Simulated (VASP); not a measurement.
# Si12O23 (a cell with a defect) in VASP: single point with PBE

Aim: the single point of Si12O23 (a cell with a defect) with PBE.

Program: VASP 6.6.1. These are calculated values, not measurements. Logs are shortened: lines on timing, memory, paths and dates and some standing lists are left out, and cuts for length are marked.

## (1) The cell of the first run

The cell holds a defect, 70 atoms: a = 10.042 Å, b = 10.042 Å, c = 11.019 Å, α = 90.00°, β = 90.00°, γ = 120.00°.

## (2) Single point, PBE, collinear spin

INCAR reads:

```
SYSTEM = Si12O23
PREC = Accurate ; ENCUT = 520
EDIFF = 1E-6 ; ISMEAR = -1
SIGMA = 0.01 ; LREAL = Auto
LASPH = .True. ; NELM = 200
ALGO = Normal ; ISIF = 2
LWAVE = .False. ; LCHARG = .False.
ISPIN = 2 ; MAGMOM = 0 0 0 0 0 0 0 0 0 0 0 0 0 0 0 0 0 0 0 0 0 0 0 0 0.01 0.01 0.01 0.01 0.05 0.02 0 0.01 0 0.02 0.01 0 0 0 0 0 0.02 0.01 0.01 0 0.01 0.06 0.02 0.01 0.02 0.02 0.02 0.01 0.03 0.03 0.01 0.04 0.02 0.07 0.01 0.02 0.01 0.03 0 0.02 0.07 0.02 0.04 0.02 0.02 0.03
LORBIT = 11 ; NUPDOWN = 1.0
GGA = PE ; NELECT = 369.0
NBANDS = 231 ; GGA_COMPAT = .False.
```

KPOINTS reads:

```
Automatic mesh
0
Gamma
  1 1 1
  0 0 0
```

POSCAR reads:

```
Si12O23
1.0
   10.0416380600      0.0000000000      0.0000000000
   -5.0208190300      8.6963136500      0.0000000000
    0.0000000000      0.0000000000     11.0185484200
Si O
24 46
Direct
    0.0049407935      0.2478881772      0.1651114223
    0.2593707269      0.2553605068      0.0045760145
    0.2511768305      0.0165118878      0.3458394589
   -0.0073710516      0.2396449865      0.6572740095
    0.2236773498      0.1704842401      0.5038113325
    0.2220896662     -0.0128265373      0.8482170976
    0.0165120033      0.7440773377      0.1801939544
    0.2721669352      0.7555625266      0.0028488662
    0.2012307562      0.5837737398      0.2522205916
   -0.0063436762      0.7338192282      0.6653993745
    0.2578883826      0.7651372180      0.5014926742
    0.2413829314      0.4945377645      0.8352032358
    0.5129136403      0.2507536864      0.1643377213
    0.7558148284      0.2449086743     -0.0038291097
    0.7443185616      0.0138396657      0.3373464037
    0.4862118093      0.2179203376      0.6822350312
    0.7431485168      0.2600790724      0.5055502420
    0.7474461620     -0.0090080787      0.8321039970
    0.5208933162      0.7605568485      0.1561909916
    0.7754903199      0.7552004325      0.0021534973
    0.7452572903      0.5114787170      0.3351874557
    0.5006058274      0.7322070922      0.6613319531
    0.7615841429      0.7669711552      0.4971518100
    0.7334393185      0.4893282637      0.8319654963
    0.0746770583      0.4054676032      0.2469286354
    0.1411940612      0.2185663805      0.1175971224
    0.4209479262      0.2794369988      0.0565796615
    0.3933323459      0.1169550892      0.2576066560
    0.0952832752      0.3713707429      0.7554045227
    0.2914773381      0.4124184505      0.9370006036
    0.0940400558      0.1983896956      0.5593925407
    0.1872402317      0.1147160268      0.9065491084
    0.3753301901      0.2452090952      0.5846970374
    0.3750617990      0.0664228095      0.7622418314
    0.1029239529      0.8956487904      0.2664609580
    0.2970996262      0.9363903056      0.4535409346
    0.1590986035      0.6933675823      0.1394507193
    0.1996673341      0.6550933742      0.3814415839
    0.4468136001      0.8129479838      0.0449044606
    0.3679338840      0.6104294583      0.2133422307
    0.0751885538      0.8691399073      0.7670253237
    0.2503588523      0.8957842425      0.9597934774
    0.1208146591      0.7015985045      0.6007364922
    0.2017641525      0.6142958659      0.9076830834
    0.4108050004      0.7767118549      0.5602652488
    0.3803288730      0.5837051239      0.7391179496
    0.6053726060      0.4059605205      0.2445042547
    0.7619872976      0.4174976912      0.4478639078
    0.6294247653      0.2001752425      0.1046180899
    0.7018032785      0.1349784011      0.3981187690
    0.9186398815      0.2750858511      0.0514837726
    0.8938135586      0.1022465809      0.2493742088
    0.5713892315      0.3701467171      0.7662856949
    0.7870049773      0.3997313832      0.9255371339
    0.6059793359      0.1881929347      0.6060508289
    0.6990100149      0.1040599768      0.8998803786
    0.9028811178      0.3001586688      0.5731210646
    0.8836498775      0.0825728334      0.7318285657
    0.5950926346      0.8929144690      0.2589321283
    0.7880442339      0.9294926783      0.4441273448
    0.6468595299      0.7180062148      0.1070476866
    0.7165141876      0.6470641677      0.3848514923
    0.9342068041      0.7745479512      0.0662620632
    0.9060059263      0.5914611868      0.2564621426
    0.5946579892      0.8716108434      0.7568510757
    0.8082991231      0.9102887172      0.9292953599
    0.6206545571      0.6925035323      0.5943485541
    0.7080214648      0.6134925783      0.9073226024
    0.9208905727      0.7971908889      0.5623344345
    0.8651186003      0.5756495330      0.7286163268
```

Potentials or basis: VASP PAW PBE potentials, release 64 (Si, O).

The run is started by

```
$ cat potpaw_PBE.64/Si/POTCAR potpaw_PBE.64/O/POTCAR > POTCAR
$ mpirun -np 1 vasp_gam > vasp.out
```

OUTCAR:

```text
SYSTEM = Si12O23
   PREC = Accurate
   ENCUT = 520
   EDIFF = 1E-6
   ISMEAR = -1
   LREAL = Auto
   LASPH = .True.
   NELM = 200
   ISIF = 2
   ISPIN = 2
   LORBIT = 11
   NUPDOWN = 1.0
   GGA = PE
   NELECT = 369.0

 ion  position               nearest neighbor table
   1  0.005  0.248  0.165-  52 1.62  51 1.62  26 1.62  25 1.64   2 3.08   9 3.09  14 3.11  15 3.13

   2  0.259  0.255  0.005-  27 1.62  30 1.62  26 1.63  32 1.63   6 3.06   1 3.08  13 3.11  12 3.12

   3  0.251  0.017  0.346-  28 1.60  36 1.62  35 1.63   5 2.43  11 3.08
   4  0.993  0.240  0.657-  57 1.61  29 1.62  58 1.62  31 1.67  17 3.10  18 3.14
   5  0.224  0.170  0.504-  31 1.59  33 1.59   3 2.43  16 3.13
   6  0.222  0.987  0.848-  32 1.62  41 1.62  34 1.63  42 1.64   2 3.06  16 3.10   8 3.12
   7  0.017  0.744  0.180-  64 1.61  63 1.61  35 1.63  37 1.80  21 3.07   9 3.11
   8  0.272  0.756  0.003-  42 1.60  44 1.62  39 1.62  37 1.80  19 3.00  12 3.09   6 3.12   9 3.13

   9  0.201  0.584  0.252-  25 1.60  38 1.60  40 1.62  37 1.84  19 2.98   1 3.09   7 3.11   8 3.13
[... 16 lines left out ...]
  20  0.775  0.755  0.002-  68 1.62  61 1.63  66 1.63  63 1.66  19 3.09  24 3.11  18 3.14
  21  0.745  0.511  0.335-  47 1.61  48 1.62  62 1.62  64 1.65  23 3.06   7 3.07  13 3.12  17 3.14

  22  0.501  0.732  0.661-  46 1.62  65 1.62  67 1.62  45 1.63  23 3.06
  23  0.762  0.767  0.497-  62 1.63  60 1.63  67 1.63  69 1.64  22 3.06  21 3.06  15 3.12  10 3.12

  24  0.733  0.489  0.832-  68 1.62  54 1.63  70 1.63  53 1.63  16 3.09  20 3.11  10 3.13  14 3.15

  25  0.075  0.405  0.247-   9 1.60   1 1.64
  26  0.141  0.219  0.118-   1 1.62   2 1.63
  27  0.421  0.279  0.057-  13 1.62   2 1.62
  28  0.393  0.117  0.258-   3 1.60  13 1.64
  29  0.095  0.371  0.755-   4 1.62  12 1.62
  30  0.291  0.412  0.937-  12 1.61   2 1.62
  31  0.094  0.198  0.559-   5 1.59   4 1.67
  32  0.187  0.115  0.907-   6 1.62   2 1.63
  33  0.375  0.245  0.585-   5 1.59  16 1.67
  34  0.375  0.066  0.762-  16 1.62   6 1.63
  35  0.103  0.896  0.266-   3 1.63   7 1.63
  36  0.297  0.936  0.454-   3 1.62  11 1.65
  37  0.159  0.693  0.139-   8 1.80   7 1.80   9 1.84
  38  0.200  0.655  0.381-   9 1.60  11 1.63
  39  0.447  0.813  0.045-   8 1.62  19 1.65
  40  0.368  0.610  0.213-   9 1.62  19 1.65
  41  0.075  0.869  0.767-   6 1.62  10 1.63
  42  0.250  0.896  0.960-   8 1.60   6 1.64
  43  0.121  0.702  0.601-  11 1.62  10 1.63
[... 25 lines left out ...]
  69  0.921  0.797  0.562-  23 1.64  10 1.64
  70  0.865  0.576  0.729-  10 1.62  24 1.63

  LATTYP: Found a hexagonal cell.
 ALAT       =    10.0416380600
 C/A-ratio  =     1.0972859562

  Lattice vectors:

 A1 = (  10.0416380600,   0.0000000000,   0.0000000000)
 A2 = (  -5.0208190300,   8.6963136500,   0.0000000000)
 A3 = (   0.0000000000,   0.0000000000,  11.0185484200)

Analysis of symmetry for initial positions (statically):
=====================================================================
 Subroutine PRICEL returns:
 Original cell was already a primitive cell.

 Routine SETGRP: Setting up the symmetry group for a
 hexagonal supercell.

 Subroutine GETGRP returns: Found  1 space group operations
 (whereof  1 operations were pure point group operations)
 out of a pool of 24 trial point group operations.

The static configuration has the point symmetry C_1 .

Analysis of symmetry for dynamics (positions and initial velocities):
=====================================================================
 Subroutine PRICEL returns:
 Original cell was already a primitive cell.

 Routine SETGRP: Setting up the symmetry group for a
 hexagonal supercell.

 Subroutine GETGRP returns: Found  1 space group operations
 (whereof  1 operations were pure point group operations)
 out of a pool of 24 trial point group operations.

The dynamic configuration has the point symmetry C_1 .

Analysis of structural, dynamic, and magnetic symmetry:
=====================================================================
 Subroutine PRICEL returns:
 Original cell was already a primitive cell.

 Routine SETGRP: Setting up the symmetry group for a
[... 225 lines left out ...]
   ISYM   =      2    0-nonsym 1-usesym 2-fastsym
   POTIM  = 0.5000    time-step for ionic-motion
   TEBEG  =    0.0;   TEEND  =   0.0 temperature during run
   PSTRESS=    0.0 pullay stress
   NELECT =     369.0000    total number of electrons
   NUPDOWN=       1.0000    fix difference up-down
   EMIN   =  10.00;   EMAX   =-10.00  energy-range for DOS
   EFERMI =   0.00;   METHOD = LEGACY
   ISMEAR =    -1;   SIGMA  =   0.01  broadening in eV -4-tet -1-fermi 0-gaus
   EFERMI_NEDOS =   21; number of points for ismear=-14 and -15
   IALGO  =     38    algorithm
   IMIX   =      4    mixing-type and parameters
     AMIX     =   0.40;   BMIX     =  1.00
     AMIX_MAG =   1.60;   BMIX_MAG =  1.00
  volume/ion in A,a.u.               =      13.75        92.76
  Fermi-wavevector in a.u.,A,eV,Ry     =   1.189403  2.247645 19.247872  1.414679
  Thomas-Fermi vector in A             =   2.325511
   LORBIT       =     11    0 simple, 1 ext, 2 COOP (PROOUT), +10 PAW based schemes
   GGA     = PE    functional components
   LHFCALC =     F    Hartree Fock is set to
   AEXX    =    0.0000 exact exchange contribution
   IVDW    =     0    specifies the selected vdW correction
   LEPSILON=     F    determine dielectric tensor
   LRPA    =     F    only Hartree local field effects (RPA)
 spin polarized calculation
  energy-cutoff  :      520.00
  volume of cell :      962.20
 maximum number of plane-waves:     12960
 NGX is ok and might be reduce to    80
   NGX = 37   NGY = 37   NGZ = 41

 number of electron     369.0000008 magnetization       1.0000007

 Free energy of the ion-electron system (eV)
  ---------------------------------------------------
  ext. energy  EPLUGINS =         0.00000000
  ---------------------------------------------------
  free energy    TOTEN  =      -554.94164705 eV

  energy without entropy =     -554.93132760  energy(sigma->0) =     -554.93648732

 E-fermi :   0.5848     XC(G=0):  -8.7105

 val. band max:        0.5697791518   @ k =   0.0000   0.0000   0.0000
 cond. band min:       0.5990462480   @ k =   0.0000   0.0000   0.0000
 fundamental gap:      0.0292670961
 Fermi energy:         0.7611750121

 spin component 1

 k-point     1 :       0.0000    0.0000    0.0000
  band No.  band energies     occupation
      1     -19.2602      1.00000
      2     -18.6283      1.00000
      3     -18.4573      1.00000
      4     -18.3657      1.00000
      5     -18.2851      1.00000
      6     -18.2759      1.00000
[... 188 lines left out ...]
    195       8.6193      0.00000
    196       8.6647      0.00000
 Fermi energy:         0.5847949684

 spin component 2

 k-point     1 :       0.0000    0.0000    0.0000
  band No.  band energies     occupation
      1     -19.2563      1.00000
      2     -18.5998      1.00000
      3     -18.4418      1.00000
      4     -18.3487      1.00000
      5     -18.2622      1.00000
      6     -18.2457      1.00000
[... 188 lines left out ...]
    195       8.6283      0.00000
    196       8.6709      0.00000
 [bands above 196 left out]

------------------------ aborting loop because EDIFF is reached ----------------------------------------

  FORCE on cell =-STRESS in cart. coord.  units (eV):
  Direction    XX          YY          ZZ          XY          YZ          ZX
  --------------------------------------------------------------------------------------
  -------------------------------------------------------------------------------------
  Total      -26.2990988    -19.2810408    -27.6098327      2.3874649      0.6170512     -1.2886019
  in kB      -43.7912464    -32.1053134    -45.9737801      3.9754238      1.0274665     -2.1456813
  external PRESSURE =     -40.6234466 kB  Pullay stress =       0.0000000 kB

 VOLUME and BASIS-vectors are now :
 -----------------------------------------------------------------------------
  energy-cutoff  :      520.00
  volume of cell :      962.20
      direct lattice vectors                 reciprocal lattice vectors
    10.041638060  0.000000000  0.000000000     0.099585346  0.057495626  0.000000000
    -5.020819030  8.696313650  0.000000000     0.000000000  0.114991253  0.000000000
     0.000000000  0.000000000 11.018548420     0.000000000  0.000000000  0.090756056

 POSITION                                       TOTAL-FORCE (eV/Angst)
 -----------------------------------------------------------------------------------
     -1.19499      2.15571      1.81929         0.019142     -0.014760      0.023391
      1.32239      2.22070      0.05042         0.008631      0.016960     -0.007348
      2.43932      0.14359      3.81065        -0.020746      0.026200      0.009677
      8.76441      2.08403      7.24221         0.026094      0.000319     -0.032849
      1.39012      1.48258      5.55127        -0.016309     -0.016796     -0.051390
     -2.72628      8.58477      9.34612        -0.012571     -0.017375      0.012520
[... 62 lines left out ...]
      5.24470      6.93262      6.19611        -0.007982     -0.008493      0.001306
      5.79698      5.00603      8.02829        -0.013222      0.009341      0.007850
 -----------------------------------------------------------------------------------
    total drift:                               -0.025079     -0.005749      0.009835

  FREE ENERGIE OF THE ION-ELECTRON SYSTEM (eV)
  ---------------------------------------------------
  free  energy   TOTEN  =      -554.9416470496 eV

  energy  without entropy=     -554.9313275997  energy(sigma->0) =     -554.93648732

 total charge

# of ion       s       p       d       tot
------------------------------------------
    1        0.635   0.974   0.000   1.609
    2        0.635   0.972   0.000   1.607
    3        0.648   0.928   0.000   1.576
    4        0.626   0.957   0.000   1.583
    5        0.740   0.860   0.000   1.600
    6        0.632   0.966   0.000   1.598
[... 62 lines left out ...]
   69        1.547   3.659   0.000   5.206
   70        1.546   3.676   0.000   5.222
--------------------------------------------------
tot         86.486 191.860   0.000 278.346

 magnetization (x)

# of ion       s       p       d       tot
------------------------------------------
    1       -0.000  -0.001   0.000  -0.001
    2       -0.000  -0.000   0.000  -0.001
    3       -0.000  -0.000   0.000  -0.000
    4       -0.000  -0.002   0.000  -0.002
    5        0.000   0.000   0.000   0.001
    6       -0.000  -0.001   0.000  -0.001
[... 62 lines left out ...]
   69        0.000   0.023   0.000   0.024
   70        0.001   0.027   0.000   0.028
--------------------------------------------------
tot          0.007   0.841   0.000   0.847
```

Wall time 25 min (1 thread of Intel Xeon 8259CL, shared host); peak memory 1.4 GiB.

Results:

```yaml
Free_energy: -554.9416 eV
Largest_force: 0.056 eV/Å
Net_moment: 1.00 μB per cell
Site_moments: Si -0.00, +0.00 (each value once); O +0.01, +0.05, +0.02, +0.00, +0.06, +0.03, +0.04, +0.07 (each value once) μB
Valence_electrons_inside_the_program's_atomic_spheres: Si 1.61, 1.58, 1.60, 1.55, 1.59, 1.57 (each value once); O 5.23, 5.22, 5.24, 5.20, 5.21, 5.14 (each value once)
```

Forces in eV/Å, atoms in the order of the input:
```
Si   0.019 -0.015  0.023
Si   0.009  0.017 -0.007
Si  -0.021  0.026  0.010
Si   0.026  0.000 -0.033
Si  -0.016 -0.017 -0.051
Si  -0.013 -0.017  0.013
Si   0.014  0.019 -0.015
Si  -0.036  0.017  0.005
Si  -0.030 -0.010  0.039
Si   0.008 -0.008  0.006
Si   0.020 -0.007 -0.002
Si  -0.011 -0.010 -0.003
Si  -0.002 -0.010  0.009
Si   0.002  0.012 -0.004
Si  -0.015  0.001  0.000
Si  -0.011 -0.005 -0.009
Si  -0.001  0.024  0.008
Si   0.001 -0.001 -0.001
Si   0.028 -0.005  0.016
Si   0.024  0.006  0.013
Si  -0.001  0.001 -0.003
Si  -0.010 -0.011 -0.012
Si   0.013  0.016 -0.007
Si  -0.015 -0.004 -0.009
O    0.001 -0.027 -0.017
O    0.001  0.007 -0.005
O   -0.008 -0.012  0.007
O   -0.001  0.031 -0.018
O    0.014 -0.005 -0.006
O   -0.011 -0.014 -0.003
O   -0.037  0.009  0.026
O    0.005  0.013  0.007
O    0.046 -0.006  0.021
O   -0.012  0.006  0.005
O    0.014  0.000  0.003
O   -0.009 -0.013  0.009
O    0.006  0.001 -0.005
O    0.007  0.030  0.014
O    0.018 -0.004  0.009
O    0.014  0.011 -0.012
O    0.016 -0.008 -0.008
O   -0.010  0.004 -0.018
O   -0.008  0.005  0.002
O    0.016 -0.011 -0.007
O    0.004 -0.012  0.015
O   -0.010  0.017  0.004
O    0.017 -0.009  0.003
O   -0.003 -0.008 -0.009
O    0.007  0.010 -0.005
O    0.014  0.001  0.003
O   -0.002 -0.008  0.011
O   -0.016  0.002  0.003
O    0.016 -0.004 -0.002
O   -0.011 -0.011 -0.001
O    0.006  0.009 -0.008
O    0.011  0.009  0.005
O   -0.018 -0.014 -0.006
O   -0.016 -0.004  0.011
O    0.015  0.001  0.003
O   -0.009 -0.006 -0.005
O    0.003  0.012 -0.009
O    0.007  0.008  0.007
O   -0.028 -0.005 -0.013
O   -0.019 -0.014  0.014
O    0.011 -0.017 -0.009
O   -0.017 -0.008 -0.005
O    0.002  0.010  0.001
O    0.011  0.001 -0.005
O   -0.008 -0.008  0.001
O   -0.013  0.009  0.008
```

Caveat: the k points lie up to 0.72 Å⁻¹ apart; the cell carries a net charge on a neutralising background, which shifts energy and pressure; the cell is charged against a uniform background, so pressure and absolute levels hang on convention; the total moment is fixed, so each spin has its own Fermi level and the state may be an excited one.
